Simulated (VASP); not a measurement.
Here is a VASP 6.6.1 calculation.

Contents of INCAR:

```
SYSTEM = HfSn3Se8
PREC = Accurate
ENCUT = 520
EDIFF = 1E-6
ISMEAR = 0
SIGMA = 0.1
LREAL = .False.
LASPH = .True.
NELM = 100
ALGO = Normal
ISIF = 2
LWAVE = .False.
LCHARG = .False.
GGA = PE
NBANDS = 62
```

File KPOINTS:

```
Automatic mesh
0
Gamma
  3 3 4
  0 0 0
```

POSCAR

```
HfSn3Se8
1.0
    7.7133297000      0.0000000000      0.0000000000
   -3.8566648000      6.6799394000      0.0000000000
    0.0000000000      0.0000000000      6.9872690000
Hf Sn Se
1 3 8
Direct
    0.0000000000      0.0000000000      0.0000000000
    0.5000000000      0.5000000000      0.0000000000
    0.5000000000      0.0000000000      0.0000000000
    0.0000000000      0.5000000000      0.0000000000
    0.8360655000      0.6721310000      0.7710260000
    0.8360655000      0.1639345000      0.7710260000
    0.3333333000      0.6666667000      0.7736360000
    0.3278690000      0.1639345000      0.7710260000
    0.6721310000      0.8360655000      0.2289740000
    0.6666667000      0.3333333000      0.2263640000
    0.1639345000      0.8360655000      0.2289740000
    0.1639345000      0.3278690000      0.2289740000
```

Potentials or basis: VASP PAW PBE potentials, release 64 (Hf_pv, Sn_d, Se).

The run is started by

```console
$ cat potpaw_PBE.64/Hf_pv/POTCAR potpaw_PBE.64/Sn_d/POTCAR potpaw_PBE.64/Se/POTCAR > POTCAR
$ mpirun -np 1 vasp_std > vasp.out
```

(1) Predict the largest force.

(2) Predict the band gap on the k mesh.

(3) Predict the pressure.

## Answers

(1) 0.042 eV/Å.

(2) 0.27 eV (least direct gap 0.29 eV).

(3) 0.0 GPa.

Caveat: semilocal functionals underestimate gaps, and a narrow one can read as zero; spin-orbit coupling is left out, which moves the levels of the heavy elements; this functional lacks dispersion, which binds layers or chains, so the pressure and a relaxed spacing across them are unreliable.
